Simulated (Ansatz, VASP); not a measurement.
**Two plane-wave programs on MgB3**

```xyz
4
Lattice="3.6786 0.0000 0.0000 -1.8393 3.1858 0.0000 0.0000 0.0000 4.7100" Properties=species:S:1:pos:R:3 pbc="T T T"
Mg    0.0000    0.0000    0.0000
B     0.0000    0.0000    2.3550
B     0.0000    2.1239    0.0000
B     1.8393    1.0619    0.0000
```

Alike in both runs: functional PBE; k mesh 6 × 6 × 6; occupations gaussian, width 0.1 eV; no spin polarisation.

Ansatz relaxed the structure, and its values are those at the end. VASP's run is a single point on that final structure, the one shown.

|  | VASP | Ansatz |
| --- | --- | --- |
| version | VASP 6.6.1 | Ansatz 0.2.0 |
| potentials or method | VASP PAW PBE potentials, release 64 (Mg, B), cutoff 600 eV | scalar-relativistic, plane waves, PAW |
| valence electrons in the cell | 11 | 19 |

Ansatz gave:

```
gap on the k mesh at the Fermi level (eV) : none
pressure (GPa)                            : 0.0
```

Problem. Estimate VASP's values.

Solution. gap on the k mesh at the Fermi level (eV): none; pressure (GPa): 0.2.

A gap of «none» marks a metal or a gap that the smearing closes. The functional is the same, so the differences come from potentials, cutoffs and numerics. VASP's potentials hold 11 valence electrons a cell and Ansatz's 19, so a difference there can come from the potentials and not from the codes.
